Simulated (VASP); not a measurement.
# Te2Mo (P2_1/m) in VASP: single point with r2SCAN+D3(BJ)

Aim: the single point of Te2Mo with r2SCAN+D3(BJ).

All numbers are computed with VASP 6.6.1; they aren't measurements. Logs are shortened: lines on timing, memory, paths and dates and some standing lists are left out, and cuts for length are marked.

### Step 1. The cell of the first run

The structure is monoclinic, space group P2_1/m (No. 11). The conventional cell has a = 6.305 Å, b = 3.482 Å, c = 13.288 Å, α = 90.00°, β = 93.35°, γ = 90.00°. Te (site symmetry m) has 3 Mo at 2.69 Å and 9 Te at 3.48 to 3.79 Å within 3.8 Å. Within 3.7 Å of Te (site symmetry m) lie 3 Mo at 2.78 to 2.80 Å and 10 Te at 3.43 to 3.67 Å. Te (site symmetry m) has 3 Mo at 2.68 to 2.69 Å and 2 Te at 3.48 Å within 3.5 Å. Within 3.8 Å of Te (site symmetry m) lie 3 Mo at 2.78 to 2.80 Å and 10 Te at 3.43 to 3.71 Å. Mo (site symmetry m) has 6 Te at 2.69 to 2.80 Å and 4 Mo at 2.87 to 3.48 Å within 3.5 Å. Within 3.5 Å of Mo (site symmetry m) lie 6 Te at 2.68 to 2.80 Å and 4 Mo at 2.87 to 3.48 Å.

### Step 2. Single point, r2SCAN+D3(BJ)

POSCAR

```
Te2Mo
1.0
    6.3052913051      0.0000000000      0.0388659830
    0.0000000000      3.4821519960      0.0000000000
   -0.8583114951      0.0000000000     13.2603628139
Te Mo
8 4
Direct
    0.5627080446      0.7500000000      0.3464312160
    0.4372919554      0.2500000000      0.6535687840
    0.5864440719      0.2500000000      0.1058612307
    0.4135559281      0.7500000000      0.8941387693
    0.0945754279      0.7500000000      0.1539559548
    0.9054245721      0.2500000000      0.8460440452
    0.0581144516      0.2500000000      0.3938241459
    0.9418855484      0.7500000000      0.6061758541
    0.3204950915      0.7500000000      0.5064576315
    0.6795049085      0.2500000000      0.4935423685
    0.1815398392      0.2500000000      0.0075888924
    0.8184601608      0.7500000000      0.9924111076
```

INCAR.step1

```
ALGO = Normal
EDIFF = 1E-4
ENCUT = 520
GGA = PE
ISMEAR = 0
LASPH = True
LCHARG = False
LREAL = False
LWAVE = True
NBANDS = 64
NELM = 100
PREC = Accurate
SIGMA = 0.05
```

INCAR.step2

```
ALGO = Normal
EDIFF = 1E-6
ENCUT = 520
ISIF = 2
ISMEAR = 0
ISTART = 1
IVDW = 12
LASPH = True
LCHARG = False
LMIXTAU = True
LREAL = False
LWAVE = False
METAGGA = R2SCAN
NBANDS = 64
NELM = 100
PREC = Accurate
SIGMA = 0.05
VDW_A1 = 0.49484001
VDW_A2 = 5.73083694
VDW_S6 = 1.0
VDW_S8 = 0.78981345
```

KPOINTS

```
k-points
0
Gamma
  4 8 2
```

Potentials or basis: VASP PAW PBE potentials, release 64 (Te, Mo_sv).

The run is started by

```
cat potpaw_PBE.64/Te/POTCAR potpaw_PBE.64/Mo_sv/POTCAR > POTCAR
cp INCAR.step1 INCAR
mpirun -np 1 vasp_std > vasp.out
cp INCAR.step2 INCAR
mpirun -np 1 vasp_std > vasp.out
```

OUTCAR:

```text
EDIFF = 1E-6
   ENCUT = 520
   ISIF = 2
   ISMEAR = 0
   ISTART = 1
   IVDW = 12
   LASPH = True
   LREAL = False
   METAGGA = R2SCAN
   NELM = 100
   PREC = Accurate
 IVDW          = 12

 ion  position               nearest neighbor table
   1  0.563  0.750  0.346-  10 2.69  10 2.69   9 2.69   7 3.60   7 3.60   3 3.65   3 3.65
   2  0.437  0.250  0.654-   9 2.69   9 2.69  10 2.69   8 3.60   8 3.60   4 3.65   4 3.65
   3  0.586  0.250  0.106-  12 2.78  12 2.78  11 2.80   4 3.43   4 3.43   5 3.65   5 3.65   1 3.65
                             1 3.65   5 3.67   5 3.67
   4  0.414  0.750  0.894-  11 2.78  11 2.78  12 2.80   3 3.43   3 3.43   6 3.65   6 3.65   2 3.65
                             2 3.65   6 3.67   6 3.67
   5  0.095  0.750  0.154-  12 2.68  11 2.69  11 2.69   3 3.65   3 3.65   7 3.65   7 3.65   3 3.67
                             3 3.67
   6  0.905  0.250  0.846-  11 2.68  12 2.69  12 2.69   4 3.65   4 3.65   8 3.65   8 3.65   4 3.67
                             4 3.67
   7  0.058  0.250  0.394-   9 2.78   9 2.78  10 2.80   8 3.43   8 3.43   1 3.60   1 3.60   5 3.65
                             5 3.65
   8  0.942  0.750  0.606-  10 2.78  10 2.78   9 2.80   7 3.43   7 3.43   2 3.60   2 3.60   6 3.65
                             6 3.65
   9  0.320  0.750  0.506-   2 2.69   2 2.69   1 2.69   7 2.78   7 2.78   8 2.80  10 2.87  10 2.87

  10  0.680  0.250  0.494-   1 2.69   1 2.69   2 2.69   8 2.78   8 2.78   7 2.80   9 2.87   9 2.87

  11  0.182  0.250  0.008-   6 2.68   5 2.69   5 2.69   4 2.78   4 2.78   3 2.80  12 2.87  12 2.87

  12  0.818  0.750  0.992-   5 2.68   6 2.69   6 2.69   3 2.78   3 2.78   4 2.80  11 2.87  11 2.87

  LATTYP: Found a simple monoclinic cell.
 ALAT       =     6.3054110894
 B/A-ratio  =     0.5522482114
 C/A-ratio  =     2.1074140629
 COS(beta)  =    -0.0584401692

  Lattice vectors:

 A1 = (   6.3052913051,   0.0000000000,   0.0388659830)
 A2 = (   0.0000000000,   3.4821519960,   0.0000000000)
 A3 = (  -0.8583114951,   0.0000000000,  13.2603628139)

Analysis of symmetry for initial positions (statically):
=====================================================================
 Subroutine PRICEL returns:
 Original cell was already a primitive cell.

 Routine SETGRP: Setting up the symmetry group for a
 simple monoclinic supercell.

 Subroutine GETGRP returns: Found  4 space group operations
 (whereof  2 operations were pure point group operations)
 out of a pool of  4 trial point group operations.

The static configuration has the point symmetry S_2 .
 The point group associated with its full space group is C_2h.

Analysis of symmetry for dynamics (positions and initial velocities):
=====================================================================
 Subroutine PRICEL returns:
 Original cell was already a primitive cell.

 Routine SETGRP: Setting up the symmetry group for a
 simple monoclinic supercell.

 Subroutine GETGRP returns: Found  4 space group operations
 (whereof  2 operations were pure point group operations)
 out of a pool of  4 trial point group operations.

The dynamic configuration has the point symmetry S_2 .
 The point group associated with its full space group is C_2h.

 Subroutine INISYM returns: Found  4 space group operations
 (whereof  2 operations are pure point group operations),
 and found     1 'primitive' translations

----------------------------------------------------------------------------------------

                                     Primitive cell

  volume of cell :     291.2605

  direct lattice vectors                    reciprocal lattice vectors
     6.305291305  0.000000000  0.038865983     0.158533703  0.000000000  0.010261507
     0.000000000  3.482151996  0.000000000     0.000000000  0.287178733  0.000000000
    -0.858311495  0.000000000 13.260362814    -0.000464661  0.000000000  0.075382642

  length of vectors
     6.305411089  3.482151996 13.288112002     0.158865457  0.287178733  0.075384074

  position of ions in fractional coordinates (direct lattice)
     0.562708045  0.750000000  0.346431216
     0.437291955  0.250000000  0.653568784
     0.586444072  0.250000000  0.105861231
     0.413555928  0.750000000  0.894138769
[... 30 lines left out ...]
 generate k-points for:    4    8    2

 Generating k-lattice:

  Cartesian coordinates                     Fractional coordinates (reciprocal lattice)
     0.039633426  0.000000000  0.002565377     0.250000000  0.000000000  0.000000000
     0.000000000  0.035897342  0.000000000     0.000000000  0.125000000  0.000000000
    -0.000232330  0.000000000  0.037691321     0.000000000  0.000000000  0.500000000

  Length of vectors
     0.039716364  0.035897342  0.037692037

  Shift w.r.t. Gamma in fractional coordinates (k-lattice)
     0.000000000  0.000000000  0.000000000

 Subroutine IBZKPT returns following result:
 ===========================================

 Found     30 irreducible k-points:

 Following reciprocal coordinates:
            Coordinates               Weight
  0.000000  0.000000  0.000000      1.000000
  0.250000  0.000000  0.000000      2.000000
  0.500000  0.000000  0.000000      1.000000
  0.000000  0.125000  0.000000      2.000000
  0.250000  0.125000  0.000000      4.000000
  0.500000  0.125000  0.000000      2.000000
[... 16 lines left out ...]
  0.250000  0.250000  0.500000      4.000000
  0.500000  0.250000  0.500000      2.000000
 [... further k-points ...]
   k-points           NKPTS =     30   k-points in BZ     NKDIM =     30   number of bands    NBANDS=     64
   number of dos      NEDOS =    301   number of ions     NIONS =     12
   total plane-waves  NPLWV = 134400
   dimension x,y,z NGX =    48 NGY =   28 NGZ =  100
   dimension x,y,z NGXF=    96 NGYF=   56 NGZF=  200
   ions per type =               8   4
   NGX,Y,Z   is equivalent  to a cutoff of  12.66, 13.37, 12.51 a.u.
   NGXF,Y,Z  is equivalent  to a cutoff of  25.31, 26.74, 25.02 a.u.
 SYSTEM =  unknown system
   PREC   = accura    normal or accurate (medium, high low for compatibility)
   ISTART =      1    job   : 0-new  1-cont  2-samecut
   ICHARG =      0    charge: 1-file 2-atom 10-const
   ISPIN  =      1    spin polarized calculation?
   LNONCOLLINEAR =      F non collinear calculations
   LSORBIT =      F    spin-orbit coupling
   LASPH  =      T    aspherical Exc in radial PAW
   ENCUT  =  520.0 eV  38.22 Ry    6.18 a.u.  11.72  6.47 24.71*2*pi/ulx,y,z
   NELM   =    100;   NELMIN=  2; NELMDL=  0     # of ELM steps
   EDIFF  = 0.1E-05   stopping-criterion for ELM
   LREAL  =      F    real-space projection
   EDIFFG = 0.1E-04   stopping-criterion for IOM
   NSW    =      0    number of steps for IOM
   IBRION =     -1    ionic relax: 0-MD 1-quasi-New 2-CG
   NFREE  =      0    steps in history (QN), initial steepest desc. (CG)
   ISIF   =      2    stress and relaxation
   ISYM   =      2    0-nonsym 1-usesym 2-fastsym
   POTIM  = 0.5000    time-step for ionic-motion
   TEBEG  =    0.0;   TEEND  =   0.0 temperature during run
   PSTRESS=    0.0 pullay stress
   NELECT =     104.0000    total number of electrons
   NUPDOWN=      -1.0000    fix difference up-down
   EMIN   =  10.00;   EMAX   =-10.00  energy-range for DOS
   EFERMI =   0.00;   METHOD = LEGACY
   ISMEAR =     0;   SIGMA  =   0.05  broadening in eV -4-tet -1-fermi 0-gaus
   EFERMI_NEDOS =   21; number of points for ismear=-14 and -15
   IALGO  =     38    algorithm
   IMIX   =      4    mixing-type and parameters
     AMIX     =   0.40;   BMIX     =  1.00
     AMIX_MAG =   1.60;   BMIX_MAG =  1.00
  volume/ion in A,a.u.               =      24.27       163.79
  Fermi-wavevector in a.u.,A,eV,Ry     =   1.161427  2.194780 18.353087  1.348914
  Thomas-Fermi vector in A             =   2.298000
   LORBIT       =      0    0 simple, 1 ext, 2 COOP (PROOUT), +10 PAW based schemes
   METAGGA = R2SCAN    functional components
   LHFCALC =     F    Hartree Fock is set to
   AEXX    =    0.0000 exact exchange contribution
   IVDW    =    12    specifies the selected vdW correction
   LEPSILON=     F    determine dielectric tensor
   LRPA    =     F    only Hartree local field effects (RPA)
 non-spin polarized calculation
 Gauss-broadening in eV      SIGMA  =   0.05
  energy-cutoff  :      520.00
  volume of cell :      291.26
 maximum number of plane-waves:      7893
 NGX is ok and might be reduce to    48
   NGX = 23   NGY = 13   NGZ = 49

 number of electron     103.9999995 magnetization

 Free energy of the ion-electron system (eV)
  ---------------------------------------------------
  ext. energy  EPLUGINS =         0.00000000
  ---------------------------------------------------
  free energy    TOTEN  =      -310.78479234 eV

  energy without entropy =     -310.77922421  energy(sigma->0) =     -310.78200827

 E-fermi :   8.8471     XC(G=0): -11.1989

 val. band max:        8.8467549450   @ k =   0.2500   0.1250   0.0000
 cond. band min:       8.8496844433   @ k =   0.0000   0.2500   0.5000
 fundamental gap:      0.0029294982
 Fermi energy:         8.8471475823

 k-point     1 :       0.0000    0.0000    0.0000
  band No.  band energies     occupation
      1     -54.3214      2.00000
      2     -54.2909      2.00000
      3     -54.2488      2.00000
      4     -54.2197      2.00000
      5     -27.8939      2.00000
      6     -27.8614      2.00000
[... 1597 lines left out ...]
     63      11.1916      0.00000
     64      11.3883      0.00000

 [... further k-points ...]

------------------------ aborting loop because EDIFF is reached ----------------------------------------

 Edisp (eV)   -3.10728

 E8    (eV) :    -1.1320

  FORCE on cell =-STRESS in cart. coord.  units (eV):
  Direction    XX          YY          ZZ          XY          YZ          ZX
  --------------------------------------------------------------------------------------
  -------------------------------------------------------------------------------------
  Total       4.52440     4.55214     4.51474     0.00000     0.00000     0.00102
  in kB      24.88799    25.04061    24.83488     0.00000     0.00000     0.00560
  external pressure =       24.92 kB  Pullay stress =        0.00 kB

 VOLUME and BASIS-vectors are now :
 -----------------------------------------------------------------------------
  energy-cutoff  :      520.00
  volume of cell :      291.26
      direct lattice vectors                 reciprocal lattice vectors
     6.305291305  0.000000000  0.038865983     0.158533703  0.000000000  0.010261507
     0.000000000  3.482151996  0.000000000     0.000000000  0.287178733  0.000000000
    -0.858311495  0.000000000 13.260362814    -0.000464661  0.000000000  0.075382642

 POSITION                                       TOTAL-FORCE (eV/Angst)
 -----------------------------------------------------------------------------------
      3.25069      2.61161      4.61567        -0.001164     -0.000000     -0.026529
      2.19629      0.87054      8.68355         0.001164     -0.000000      0.026529
      3.60684      0.87054      1.42655        -0.001202     -0.000000      0.031885
      1.84014      2.61161     11.87268         0.001202      0.000000     -0.031885
      0.46418      2.61161      2.04519        -0.000990      0.000000      0.030754
      4.98280      0.87054     11.25404         0.000990     -0.000000     -0.030754
      0.02840      0.87054      5.22451        -0.005207     -0.000000     -0.033939
      5.41858      2.61161      8.07472         0.005207     -0.000000      0.033939
      1.58612      2.61161      6.72827         0.002350     -0.000000      0.007274
      3.86086      0.87054      6.57096        -0.002350      0.000000     -0.007274
      1.13815      0.87054      0.10769         0.009776     -0.000000      0.003258
      4.30883      2.61161     13.19154        -0.009776     -0.000000     -0.003258
 -----------------------------------------------------------------------------------
    total drift:                               -0.000000      0.000000      0.000000

  FREE ENERGIE OF THE ION-ELECTRON SYSTEM (eV)
  ---------------------------------------------------
  free  energy   TOTEN  =      -313.8920717047 eV

  energy  without entropy=     -313.8865035758  energy(sigma->0) =     -313.88928764
```

Run time: 53 min. Hardware: 1 thread of Oxide Virtual Turin-like, shared host; peak memory 0.62 GiB.

What came out:

| Property | Result |
| --- | --- |
| Free energy | -313.8921 eV |
| Pressure | 2.5 GPa |
| Largest force | 0.034 eV/Å |
| Band gap on the k mesh | zero (bands 52 and 53 overlap by 0.47 eV) |
| Dispersion energy per atom | -0.259 eV |

Forces on the atoms (eV/Å):
```
Te  -0.001  0.000 -0.027
Te   0.001  0.000  0.027
Te  -0.001  0.000  0.032
Te   0.001  0.000 -0.032
Te  -0.001  0.000  0.031
Te   0.001  0.000 -0.031
Te  -0.005  0.000 -0.034
Te   0.005  0.000  0.034
Mo   0.002  0.000  0.007
Mo  -0.002  0.000 -0.007
Mo   0.010  0.000  0.003
Mo  -0.010  0.000 -0.003
```

Caveat: the PAW data sets were made with another functional, which shifts forces and pressure a little; spin-orbit coupling is left out, which moves the levels of the heavy elements.
